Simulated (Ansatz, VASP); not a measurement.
## One calculation of SiNi3, two programs

Contents of INCAR:

```
ALGO = Fast
EDIFF = 1E-6
EDIFFG = -0.01
ENCUT = 600
GGA = PE
IBRION = 2
ISIF = 3
ISMEAR = 0
LASPH = T
LCHARG = F
LREAL = F
LWAVE = F
NELM = 100
NSW = 100
PREC = Accurate
SIGMA = 0.1
```

The input KPOINTS:

```
k-points
0
Gamma
  12 12 12
```

File POSCAR:

```
SiNi3
1.0
    3.9045668656      0.0000000000      0.0000000000
   -1.9522834328      3.3814540964      0.0000000000
    0.0000000000      0.0000000000      4.2068712172
Si Ni
1 3
Direct
    0.0000000000      0.0000000000      0.0000000000
    0.6666666667      0.3333333333      0.0000000000
    0.0000000000      0.0000000000      0.5000000000
    0.3333333333      0.6666666667      0.5000000000
```

Input for Ansatz:

```yaml
crystal:
  lattice:
    - [3.9045668656, 0.0, 0.0]
    - [-1.9522834328, 3.3814540964, 0.0]
    - [0.0, 0.0, 4.2068712172]
  atoms:
    - { symbol: Si, position: [0.0, 0.0, 0.0] }
    - { symbol: Ni, position: [0.6666666667, 0.3333333333, 0.0] }
    - { symbol: Ni, position: [0.0, 0.0, 0.5] }
    - { symbol: Ni, position: [0.3333333333, 0.6666666667, 0.5] }
basis:
  ecutwfc: 420
kpoints:
  mp_grid: { grid: [12, 12, 12] }
hamiltonian:
  xc: pbe
scf:
  occupations: { method: gaussian, width: 0.1 }
output:
  forces: true
  stress: true
  eigenvalues: true
  write_density: true
  write_potential: true
  elf: true
  volumetric_format: npy
relax:
  adjacent_minimum: "off"
  f_tol: 0.01
  max_steps: 80
  cell: { stress_tol: 0.05 }
```

Alike in both runs: task relaxation of cell and atoms; functional PBE; k mesh 12 × 12 × 12; occupations gaussian, width 0.1 eV; no spin polarisation.

```csv
,VASP,Ansatz
version,VASP 6.6.1,Ansatz 0.2.0
potentials or method,"VASP PAW PBE potentials, release 64 (Si, Ni), cutoff 600 eV","scalar-relativistic, plane waves, PAW"
valence electrons in the cell,34,58
```

|  | VASP | Ansatz | Ansatz less VASP |
| --- | --- | --- | --- |
| gap on the k mesh at the Fermi level, each at its own relaxed structure (eV) | none | none | - |
| relaxed volume (Å³/atom) | 13.90 | 13.90 | -0.004 |
| relaxed cell length with the largest relative difference (Å) | 4.203 | 4.201 | -0.0012 |

A gap of «none» marks a metal or a gap that the smearing closes. VASP's potentials hold 34 valence electrons a cell and Ansatz's 58, so a difference there can come from the potentials and not from the codes.
